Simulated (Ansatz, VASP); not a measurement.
Two plane-wave programs on TiO2

Contents of INCAR:

```
SYSTEM = TiO2
ALGO     = Normal         ! electronic algorithm
EDIFF    = 1E-7           ! SCF threshold, eV
EDIFFG   = -0.005         ! ionic threshold
ENCUT    = 600            ! plane-wave cutoff, eV
GGA      = PE             ! functional
IBRION   = 2              ! ionic algorithm
ISIF     = 3              ! what is computed and relaxed
ISMEAR   = -1             ! smearing method
LASPH    = .TRUE.         ! aspherical terms in the spheres
LCHARG   = .FALSE.        ! write CHGCAR
LREAL    = .FALSE.        ! projectors in reciprocal space
LWAVE    = .FALSE.        ! write WAVECAR
NELM     = 80             ! most SCF steps
NSW      = 60             ! ionic steps
PREC     = Accurate       ! precision mode
SIGMA    = 0.08           ! smearing width, eV
```

KPOINTS

```
k-points
0
G
  7 7 11
  0 0 0
```

Contents of POSCAR:

```
TiO2
1.0
    4.4964431302      0.0000000000      0.0000000000
    0.0000000000      4.4964431302      0.0000000000
    0.0000000000      0.0000000000      2.9676524660
Ti O
2 4
Direct
    0.0000000000      0.0000000000      0.0000000000
    0.5000000000      0.5000000000      0.5000000000
    0.3050000000      0.3050000000      0.0000000000
    0.6950000000      0.6950000000      0.0000000000
    0.8050000000      0.1950000000      0.5000000000
    0.1950000000      0.8050000000      0.5000000000
```

Input for Ansatz:

```yaml
crystal:
  lattice:
    - [4.4964431302, 0.0, 0.0]
    - [0.0, 4.4964431302, 0.0]
    - [0.0, 0.0, 2.967652466]
  atoms:
    - { symbol: Ti, position: [0.0, 0.0, 0.0] }
    - { symbol: Ti, position: [0.5, 0.5, 0.5] }
    - { symbol: O, position: [0.305, 0.305, 0.0] }
    - { symbol: O, position: [0.695, 0.695, 0.0] }
    - { symbol: O, position: [0.805, 0.195, 0.5] }
    - { symbol: O, position: [0.195, 0.805, 0.5] }
kpoints:
  mp_grid: { grid: [7, 7, 11] }
scf:
  occupations: { method: fermi_dirac, width: 0.08 }
hamiltonian:
  xc: pbe
  pseudopotentials: { kind: paw }
output:
  forces: true
  stress: true
  write_density: true
  write_potential: true
  elf: true
  volumetric_format: npy
relax:
  f_tol: 0.005
  max_steps: 40
  cell: {}
```

Alike in both runs: task relaxation of cell and atoms; functional PBE; k mesh 7 × 7 × 11; occupations fermi-dirac, width 0.08 eV; no spin polarisation.

|  | VASP | Ansatz |
| --- | --- | --- |
| version | VASP 6.6.1 | Ansatz 0.2.0 |
| potentials or method | VASP PAW PBE potentials, release 64 (Ti_sv, O) | PAW with Ansatz's default frozen-core files, scalar-relativistic |
| plane-wave cutoff (eV) | 600 | 420 |
| valence electrons in the cell | 48 | 48 |

```tsv
	VASP	Ansatz	Ansatz less VASP
relaxed volume (Å³/atom)	10.67	10.65	-0.022
relaxed cell length with the largest relative difference (Å)	2.967	2.964	-0.0026
```
